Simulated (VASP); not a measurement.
MgO (Periclase): single point with PBE

MgO (Periclase):

```
Mg O
1.0
     0.00000    2.04264    2.04264
     2.04264    0.00000    2.04264
     2.04264    2.04264    0.00000
Mg O
1 1
Direct
  0.00000 0.00000 0.00000
  0.50000 0.50000 0.50000
```

```
Program             : VASP 6.6.1
Task                : single point
Functional          : PBE
Potentials or basis : VASP PAW PBE potentials, release 64 (Mg, O)
Cutoff              : 600 eV
k mesh              : 10 × 10 × 10
Occupations         : gaussian, width 0.01 eV
Spin                : no spin polarisation
```

```
Pressure               : 22.2 GPa
Band gap on the k mesh : 5.67 eV, direct
```

Levels at points of the mesh, in eV from the valence-band top:
```tsv
k point	band 2	band 3	band 4	band 5	band 6	band 7
(0.00, 0.00, 0.00)	0.00	0.00	0.00	5.67	16.32	16.32
(0.50, 0.00, 0.00)	-5.04	-0.76	-0.76	8.50	13.67	17.28
(0.50, 0.50, 0.00)	-4.47	-1.48	-1.48	9.21	11.01	14.11
```

Run time: 5.4 s on 1 thread of Intel(R) Xeon(R) 6975P-C (Granite Rapids) (shared host), peak memory 0.14 GiB.
